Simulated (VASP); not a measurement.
# WS2 in VASP: a series of runs

WS2 is run at these levels: PBEsol; tasks: single point.

All numbers are computed with VASP 6.6.1; they aren't measurements. Logs are shortened: lines on timing, memory, paths and dates and some standing lists are left out, and cuts for length are marked.

## Step 1: The cell of the first run

The cell holds a slab with vacuum, 6 atoms: a = 3.183 Å, b = 3.183 Å, c = 23.669 Å, α = 90.00°, β = 90.00°, γ = 120.00°.

## Step 2: Single point, PBEsol

INCAR reads:

```
SYSTEM = WS2
  PREC = Accurate
  ENCUT = 500
  EDIFF = 1E-6
  ISMEAR = 1
  SIGMA = 0.1
  LREAL = .FALSE.
  LASPH = .TRUE.
  NELM = 120
  ALGO = Normal
  ISIF = 2
  LWAVE = .FALSE.
  LCHARG = .FALSE.
  GGA = PS
  NBANDS = 35
  GGA_COMPAT = .FALSE.
```

KPOINTS reads:

```
regular mesh
0
G
  8 8 1
  0 0 0
```

POSCAR reads:

```
WS2
1.0
    3.1832090000      0.0000000000      0.0000000000
   -1.5916040000      2.7567390000      0.0000000000
    0.0000000000      0.0000000000     23.6687630000
W S
2 4
Direct
    0.3333333333      0.6666666667      0.6373180000
    0.6666666667      0.3333333333      0.3626820000
    0.3333333333      0.6666666667      0.2968160000
    0.6666666667      0.3333333333      0.5714420000
    0.3333333333      0.6666666667      0.4285580000
    0.6666666667      0.3333333333      0.7031840000
```

Potentials or basis: VASP PAW PBE potentials, release 64 (W_sv, S).

Launch:

```sh
$ cat potpaw_PBE.64/W_sv/POTCAR potpaw_PBE.64/S/POTCAR > POTCAR
$ mpirun -np 1 vasp_std > vasp.out
```

OUTCAR:

```text
SYSTEM = WS2
   PREC = Accurate
   ENCUT = 500
   EDIFF = 1E-6
   ISMEAR = 1
   LREAL = .FALSE.
   LASPH = .TRUE.
   NELM = 120
   ISIF = 2
   GGA = PS

 ion  position               nearest neighbor table
   1  0.333  0.667  0.637-   6 2.41   6 2.41   6 2.41   4 2.41   4 2.41   4 2.41
   2  0.667  0.333  0.363-   3 2.41   3 2.41   3 2.41   5 2.41   5 2.41   5 2.41
   3  0.333  0.667  0.297-   2 2.41   2 2.41   2 2.41
   4  0.667  0.333  0.571-   1 2.41   1 2.41   1 2.41
   5  0.333  0.667  0.429-   2 2.41   2 2.41   2 2.41
   6  0.667  0.333  0.703-   1 2.41   1 2.41   1 2.41

  LATTYP: Found a hexagonal cell.
 ALAT       =     3.1832090000
 C/A-ratio  =     7.4355039207

  Lattice vectors:

 A1 = (   3.1832090000,   0.0000000000,   0.0000000000)
 A2 = (  -1.5916040000,   2.7567390000,   0.0000000000)
 A3 = (   0.0000000000,   0.0000000000,  23.6687630000)

Analysis of symmetry for initial positions (statically):
=====================================================================
 Subroutine PRICEL returns:
 Original cell was already a primitive cell.

 Routine SETGRP: Setting up the symmetry group for a
 hexagonal supercell.

 Subroutine GETGRP returns: Found 12 space group operations
 (whereof 12 operations were pure point group operations)
 out of a pool of 24 trial point group operations.

The static configuration has the point symmetry D_3d.

Analysis of symmetry for dynamics (positions and initial velocities):
=====================================================================
 Subroutine PRICEL returns:
 Original cell was already a primitive cell.

 Routine SETGRP: Setting up the symmetry group for a
 hexagonal supercell.

 Subroutine GETGRP returns: Found 12 space group operations
 (whereof 12 operations were pure point group operations)
 out of a pool of 24 trial point group operations.

The dynamic configuration has the point symmetry D_3d.

 Subroutine INISYM returns: Found 12 space group operations
 (whereof 12 operations are pure point group operations),
 and found     1 'primitive' translations

----------------------------------------------------------------------------------------

                                     Primitive cell

  volume of cell :     207.6999

  direct lattice vectors                    reciprocal lattice vectors
     3.183209000  0.000000000  0.000000000     0.314148396  0.181373660  0.000000000
    -1.591604000  2.756739000  0.000000000     0.000000000  0.362747435  0.000000000
     0.000000000  0.000000000 23.668763000     0.000000000  0.000000000  0.042249779

  length of vectors
     3.183209000  3.183208006 23.668763000     0.362747321  0.362747435  0.042249779

  position of ions in fractional coordinates (direct lattice)
     0.333333333  0.666666667  0.637318000
     0.666666667  0.333333333  0.362682000
     0.333333333  0.666666667  0.296816000
     0.666666667  0.333333333  0.571442000
     0.333333333  0.666666667  0.428558000
     0.666666667  0.333333333  0.703184000

  ion indices of the primitive-cell ions
   primitive index   ion index
                 1           1
                 2           2
                 3           3
                 4           4
                 5           5
                 6           6

----------------------------------------------------------------------------------------

 KPOINTS: regular mesh

Automatic generation of k-mesh.
 Grid dimensions read from file:
 generate k-points for:    8    8    1

 Generating k-lattice:

  Cartesian coordinates                     Fractional coordinates (reciprocal lattice)
     0.039268549  0.022671708  0.000000000     0.125000000  0.000000000  0.000000000
     0.000000000  0.045343429  0.000000000     0.000000000  0.125000000  0.000000000
     0.000000000  0.000000000  0.042249779     0.000000000  0.000000000  1.000000000

  Length of vectors
     0.045343415  0.045343429  0.042249779

  Shift w.r.t. Gamma in fractional coordinates (k-lattice)
     0.000000000  0.000000000  0.000000000

 Subroutine IBZKPT returns following result:
 ===========================================

 Found     10 irreducible k-points:

 Following reciprocal coordinates:
            Coordinates               Weight
  0.000000  0.000000  0.000000      1.000000
  0.125000  0.000000  0.000000      6.000000
  0.250000  0.000000  0.000000      6.000000
  0.375000  0.000000  0.000000      6.000000
  0.500000  0.000000  0.000000      3.000000
  0.125000  0.125000  0.000000      6.000000
  0.250000  0.125000  0.000000     12.000000
  0.375000  0.125000  0.000000     12.000000
  0.250000  0.250000  0.000000      6.000000
  0.375000  0.250000  0.000000      6.000000
   k-points           NKPTS =     10   k-points in BZ     NKDIM =     10   number of bands    NBANDS=     35
   number of dos      NEDOS =    301   number of ions     NIONS =      6
   total plane-waves  NPLWV = 103680
   dimension x,y,z NGX =    24 NGY =   24 NGZ =  180
   dimension x,y,z NGXF=    48 NGYF=   48 NGZF=  360
   ions per type =               2   4
   NGX,Y,Z   is equivalent  to a cutoff of  12.53, 12.53, 12.64 a.u.
   NGXF,Y,Z  is equivalent  to a cutoff of  25.07, 25.07, 25.29 a.u.
 SYSTEM =  WS2
   PREC   = accura    normal or accurate (medium, high low for compatibility)
   ISTART =      0    job   : 0-new  1-cont  2-samecut
   ICHARG =      2    charge: 1-file 2-atom 10-const
   ISPIN  =      1    spin polarized calculation?
   LNONCOLLINEAR =      F non collinear calculations
   LSORBIT =      F    spin-orbit coupling
   LASPH  =      T    aspherical Exc in radial PAW
   ENCUT  =  500.0 eV  36.75 Ry    6.06 a.u.   5.80  5.80 43.15*2*pi/ulx,y,z
   NELM   =    120;   NELMIN=  2; NELMDL= -5     # of ELM steps
   EDIFF  = 0.1E-05   stopping-criterion for ELM
   LREAL  =      F    real-space projection
   EDIFFG = 0.1E-04   stopping-criterion for IOM
   NSW    =      0    number of steps for IOM
   IBRION =     -1    ionic relax: 0-MD 1-quasi-New 2-CG
   NFREE  =      0    steps in history (QN), initial steepest desc. (CG)
   ISIF   =      2    stress and relaxation
   ISYM   =      2    0-nonsym 1-usesym 2-fastsym
   POTIM  = 0.5000    time-step for ionic-motion
   TEBEG  =    0.0;   TEEND  =   0.0 temperature during run
   PSTRESS=    0.0 pullay stress
   NELECT =      52.0000    total number of electrons
   NUPDOWN=      -1.0000    fix difference up-down
   EMIN   =  10.00;   EMAX   =-10.00  energy-range for DOS
   EFERMI =   0.00;   METHOD = LEGACY
   ISMEAR =     1;   SIGMA  =   0.10  broadening in eV -4-tet -1-fermi 0-gaus
   EFERMI_NEDOS =   21; number of points for ismear=-14 and -15
   IALGO  =     38    algorithm
   IMIX   =      4    mixing-type and parameters
     AMIX     =   0.40;   BMIX     =  1.00
     AMIX_MAG =   1.60;   BMIX_MAG =  1.00
  volume/ion in A,a.u.               =      34.62       233.60
  Fermi-wavevector in a.u.,A,eV,Ry     =   1.031804  1.949827 14.485024  1.064619
  Thomas-Fermi vector in A             =   2.165970
   LORBIT       =      0    0 simple, 1 ext, 2 COOP (PROOUT), +10 PAW based schemes
   GGA     = PS    functional components
   LHFCALC =     F    Hartree Fock is set to
   AEXX    =    0.0000 exact exchange contribution
   IVDW    =     0    specifies the selected vdW correction
   LEPSILON=     F    determine dielectric tensor
   LRPA    =     F    only Hartree local field effects (RPA)
 non-spin polarized calculation
 Methfessel and Paxton  Order N= 1 SIGMA  =   0.10
  energy-cutoff  :      500.00
  volume of cell :      207.70
 maximum number of plane-waves:      5296
 NGX is ok and might be reduce to    24
   NGX = 11   NGY = 11   NGZ = 87

 number of electron      52.0000001 magnetization

 Free energy of the ion-electron system (eV)
  ---------------------------------------------------
  ext. energy  EPLUGINS =         0.00000000
  ---------------------------------------------------
  free energy    TOTEN  =       -50.49552768 eV

  energy without entropy =      -50.49561830  energy(sigma->0) =      -50.49555789

 E-fermi :   1.0546     XC(G=0):  -6.1867

 val. band max:        0.9704522410   @ k =   0.0000   0.0000   0.0000
 cond. band min:       2.6767581073   @ k =   0.2500   0.1250   0.0000
 fundamental gap:      1.7063058663
 Fermi energy:         1.0546394402

 k-point     1 :       0.0000    0.0000    0.0000
  band No.  band energies     occupation
      1     -73.3036      2.00000
      2     -73.3035      2.00000
      3     -37.5497      2.00000
      4     -37.5497      2.00000
      5     -37.3971      2.00000
      6     -37.3971      2.00000
[... 27 lines left out ...]
     34       3.7717      0.00000
     35       5.6995      0.00000

 k-point     2 :       0.1250    0.0000    0.0000
  band No.  band energies     occupation
      1     -73.3011      2.00000
      2     -73.3011      2.00000
      3     -37.5406      2.00000
      4     -37.5406      2.00000
      5     -37.4473      2.00000
      6     -37.4473      2.00000
[... 27 lines left out ...]
     34       4.0102      0.00000
     35       6.2649      0.00000

 k-point     3 :       0.2500    0.0000    0.0000
  band No.  band energies     occupation
      1     -73.2951      2.00000
      2     -73.2951      2.00000
      3     -37.5668      2.00000
      4     -37.5668      2.00000
      5     -37.5187      2.00000
      6     -37.5187      2.00000
[... 27 lines left out ...]
     34       4.8221      0.00000
     35       7.1137      0.00000
[... 191 lines left out ...]
 k-point     9 :       0.2500    0.2500    0.0000
  band No.  band energies     occupation
      1     -73.2867      2.00000
      2     -73.2867      2.00000
      3     -37.6702      2.00000
      4     -37.6702      2.00000
      5     -37.5399      2.00000
      6     -37.5399      2.00000
[... 27 lines left out ...]
     34       5.9383      0.00000
     35       7.4538      0.00000

 k-point    10 :       0.3750    0.2500    0.0000
  band No.  band energies     occupation
      1     -73.2850      2.00000
      2     -73.2850      2.00000
      3     -37.6740      2.00000
      4     -37.6740      2.00000
      5     -37.5787      2.00000
      6     -37.5787      2.00000
[... 27 lines left out ...]
     34       6.0825      0.00000
     35       6.9124      0.00000

------------------------ aborting loop because EDIFF is reached ----------------------------------------

  FORCE on cell =-STRESS in cart. coord.  units (eV):
  Direction    XX          YY          ZZ          XY          YZ          ZX
  --------------------------------------------------------------------------------------
  -------------------------------------------------------------------------------------
  Total       -2.4891002     -2.4890986     -0.6797259     -0.0000005      0.0000000     -0.0000000
  in kB      -19.2006793    -19.2006673     -5.2433404     -0.0000035      0.0000000     -0.0000000
  external PRESSURE =     -14.5482290 kB  Pullay stress =       0.0000000 kB

 VOLUME and BASIS-vectors are now :
 -----------------------------------------------------------------------------
  energy-cutoff  :      500.00
  volume of cell :      207.70
      direct lattice vectors                 reciprocal lattice vectors
     3.183209000  0.000000000  0.000000000     0.314148396  0.181373660  0.000000000
    -1.591604000  2.756739000  0.000000000     0.000000000  0.362747435  0.000000000
     0.000000000  0.000000000 23.668763000     0.000000000  0.000000000  0.042249779

 POSITION                                       TOTAL-FORCE (eV/Angst)
 -----------------------------------------------------------------------------------
      0.00000      1.83783     15.08453         0.000000     -0.000000      0.006904
      1.59160      0.91891      8.58423        -0.000000      0.000000     -0.006904
      0.00000      1.83783      7.02527         0.000000      0.000000      0.092802
      1.59160      0.91891     13.52533         0.000000     -0.000000      0.068084
      0.00000      1.83783     10.14344        -0.000000      0.000000     -0.068084
      1.59160      0.91891     16.64350        -0.000000     -0.000000     -0.092802
 -----------------------------------------------------------------------------------
    total drift:                                0.000000      0.000000      0.000000

  FREE ENERGIE OF THE ION-ELECTRON SYSTEM (eV)
  ---------------------------------------------------
  free  energy   TOTEN  =       -50.4955276833 eV

  energy  without entropy=      -50.4956182976  energy(sigma->0) =      -50.49555789
```

It took 3.5 min on 1 thread of Intel Xeon 8259CL, shared host; peak memory 0.33 GiB.

Results:

```
Free energy            : -50.4955 eV
Largest force          : 0.093 eV/Å
Band gap on the k mesh : 1.71 eV (least direct gap 2.22 eV)
```

Forces on the atoms (eV/Å):
```
W    0.000  0.000  0.007
W    0.000  0.000 -0.007
S    0.000  0.000  0.093
S    0.000  0.000  0.068
S    0.000  0.000 -0.068
S    0.000  0.000 -0.093
```

Caveat: the PAW data sets were made with another functional, which shifts forces and pressure a little; spin-orbit coupling is left out, which moves the levels of the heavy elements.

## Step 3: Single point, PBEsol

This run uses another cell than the first one.

INCAR reads:

```
PREC = Accurate ; ENCUT = 500
EDIFF = 1E-6 ; ISMEAR = 1
SIGMA = 0.1 ; LREAL = F
LASPH = T ; NELM = 120
ALGO = Normal ; ISIF = 2
LWAVE = F ; LCHARG = F
GGA = PS ; NBANDS = 35
GGA_COMPAT = F
```

KPOINTS reads:

```
regular mesh
0
Gamma
  8 8 1
```

Changes to POSCAR since step 2:

```diff
@@ -2,5 +2,5 @@
 1.0
-    3.1832090000      0.0000000000      0.0000000000
-   -1.5916040000      2.7567390000      0.0000000000
-    0.0000000000      0.0000000000     23.6687630000
+    3.2250981327      0.0000000000      0.0000000000
+   -1.6125485598      2.7930160417      0.0000000000
+    0.0000000000      0.0000000000     23.9802298102
 W S
```

Potentials or basis: VASP PAW PBE potentials, release 64 (W_sv, S).

Launch:

```sh
$ cat potpaw_PBE.64/W_sv/POTCAR potpaw_PBE.64/S/POTCAR > POTCAR
$ mpirun -np 1 vasp_std > vasp.out
```

OUTCAR:

```text
PREC = Accurate
   ENCUT = 500
   EDIFF = 1E-6
   ISMEAR = 1
   LREAL = F
   LASPH = T
   NELM = 120
   ISIF = 2
   GGA = PS

 ion  position               nearest neighbor table
   1  0.333  0.667  0.637-   6 2.44   6 2.44   6 2.44   4 2.44   4 2.44   4 2.44
   2  0.667  0.333  0.363-   3 2.44   3 2.44   3 2.44   5 2.44   5 2.44   5 2.44
   3  0.333  0.667  0.297-   2 2.44   2 2.44   2 2.44
   4  0.667  0.333  0.571-   1 2.44   1 2.44   1 2.44
   5  0.333  0.667  0.429-   2 2.44   2 2.44   2 2.44
   6  0.667  0.333  0.703-   1 2.44   1 2.44   1 2.44

  LATTYP: Found a hexagonal cell.
[... 569 lines left out ...]
  -------------------------------------------------------------------------------------
  Total       -6.3889535     -6.3889495     -4.8896775     -0.0000012      0.0000000      0.0000000
  in kB      -47.3882427    -47.3882131    -36.2677903     -0.0000086      0.0000000      0.0000000
  external PRESSURE =     -43.6814154 kB  Pullay stress =       0.0000000 kB

 VOLUME and BASIS-vectors are now :
 -----------------------------------------------------------------------------
  energy-cutoff  :      500.00
  volume of cell :      216.01
      direct lattice vectors                 reciprocal lattice vectors
     3.225098133  0.000000000  0.000000000     0.310068084  0.179017892  0.000000000
    -1.612548560  2.793016042  0.000000000     0.000000000  0.358035896  0.000000000
     0.000000000  0.000000000 23.980229810     0.000000000  0.000000000  0.041701018

 POSITION                                       TOTAL-FORCE (eV/Angst)
 -----------------------------------------------------------------------------------
      0.00000      1.86201     15.28303        -0.000000     -0.000000      0.005657
      1.61255      0.93101      8.69720        -0.000000      0.000000     -0.005657
      0.00000      1.86201      7.11772         0.000000      0.000000      0.754257
      1.61255      0.93101     13.70331         0.000000     -0.000000      0.725991
      0.00000      1.86201     10.27692         0.000000      0.000000     -0.725991
      1.61255      0.93101     16.86251         0.000000      0.000000     -0.754257
 -----------------------------------------------------------------------------------
    total drift:                                0.000000     -0.000000      0.000000

  FREE ENERGIE OF THE ION-ELECTRON SYSTEM (eV)
  ---------------------------------------------------
  free  energy   TOTEN  =       -50.3439863497 eV

  energy  without entropy=      -50.3440769845  energy(sigma->0) =      -50.34401656
```

OSZICAR:

```text
N       E                     dE             d eps       ncg     rms          rms(c)
DAV:   1     0.465012112303E+03    0.46501E+03   -0.27153E+04   820   0.128E+03
DAV:   2    -0.187293836415E+02   -0.48374E+03   -0.46459E+03   874   0.333E+02
DAV:   3    -0.520699416310E+02   -0.33341E+02   -0.32803E+02   896   0.845E+01
[... 15 lines left out ...]
DAV:  19    -0.503439519680E+02   -0.13949E-04   -0.29636E-07   581   0.178E-03    0.312E-03
DAV:  20    -0.503439770012E+02   -0.25033E-04   -0.11327E-06   615   0.225E-03    0.170E-03
DAV:  21    -0.503439843635E+02   -0.73623E-05   -0.41346E-07   613   0.117E-03    0.131E-03
DAV:  22    -0.503439857320E+02   -0.13685E-05   -0.51237E-08   506   0.570E-04    0.694E-04
DAV:  23    -0.503439863497E+02   -0.61770E-06   -0.45384E-08   465   0.566E-04
   1 F= -.50343986E+02 E0= -.50344017E+02  d E =0.906349E-04
```

Run time: 3.6 min. Hardware: 1 thread of Intel Xeon 8259CL, shared host; peak memory 0.33 GiB.

What came out:

```yaml
Free_energy: -50.3440 eV
Largest_force: 0.754 eV/Å
Band_gap_on_the_k_mesh: 1.67 eV (least direct gap 2.11 eV)
```

Forces in eV/Å, atoms in the order of the input:
```
W    0.000  0.000  0.006
W    0.000  0.000 -0.006
S    0.000  0.000  0.754
S    0.000  0.000  0.726
S    0.000  0.000 -0.726
S    0.000  0.000 -0.754
```

Levels at points of the mesh, in eV from the valence-band top:
```tsv
k point	band 24	band 25	band 26	band 27	band 28	band 29
(0.00, 0.00, 0.00)	-1.89	-0.43	0.00	2.48	2.48	2.48
(0.50, 0.00, 0.00)	-1.56	-1.21	-1.17	2.39	2.40	2.80
```

Caveat: the PAW data sets were made with another functional, which shifts forces and pressure a little; spin-orbit coupling is left out, which moves the levels of the heavy elements.

[end of part 1 of 2]
